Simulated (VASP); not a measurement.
Set up this calculation in VASP 6.6.1, as the native input.

| Property | Result |
| --- | --- |
| Task | single point |
| Functional | PBE |
| Potentials or basis | VASP PAW PBE potentials, release 64 (Cd, Se) |
| Cutoff | 520 eV |
| k mesh | 6 × 6 × 4 |
| Occupations | gaussian, width 0.05 eV |
| Spin | no spin polarisation |
| Dipole correction | no |
| Further INCAR settings | ALGO = Normal; EDIFF = 1e-06; NBANDS = 26 |

The structure of CdSe lies in POSCAR:

```
CdSe
1.0
    4.2984999142      0.0214924996      0.0000000000
   -2.1306369065      3.7118638741      0.0000000000
    0.0000000000      0.0000000000      7.0152000000
Cd Se
2 2
Direct
    0.6666666667      0.3333333333      0.0000000000
    0.3333333333      0.6666666667      0.5000000000
    0.6666666667      0.3333333333      0.3750000000
    0.3333333333      0.6666666667      0.8750000000
```

This cell differs from its parent crystal: strain +0.0100 x Voigt [0, 0, 0, 0, 0, 1].

The input as run:

INCAR

```
  PREC = Accurate
  ENCUT = 520
  EDIFF = 1E-6
  ISMEAR = 0
  SIGMA = 0.05
  LREAL = False
  LASPH = True
  NELM = 80
  ALGO = Normal
  ISIF = 2
  LWAVE = False
  LCHARG = False
  GGA = PE
  NBANDS = 26
```

KPOINTS

```
Automatic mesh
0
Gamma
  6 6 4
```

Potentials or basis: VASP PAW PBE potentials, release 64 (Cd, Se).

Command:

```bash
$ cat potpaw_PBE.64/Cd/POTCAR potpaw_PBE.64/Se/POTCAR > POTCAR
$ mpirun -np 1 vasp_std > vasp.out
```

It gave:

| Property | Result |
| --- | --- |
| Pressure | 3.3 GPa |
| Largest force | 0.074 eV/Å |
| Band gap on the k mesh | 0.65 eV |

Caveat: the cell differs from its parent crystal (strain +0.0100 x Voigt [0, 0, 0, 0, 0, 1]); the cell stands under pressure.

Wall time 76 s on 1 thread of AMD EPYC 9R45 96-Core Processor (Zen 5), with other jobs on the host, peak memory 0.29 GiB.
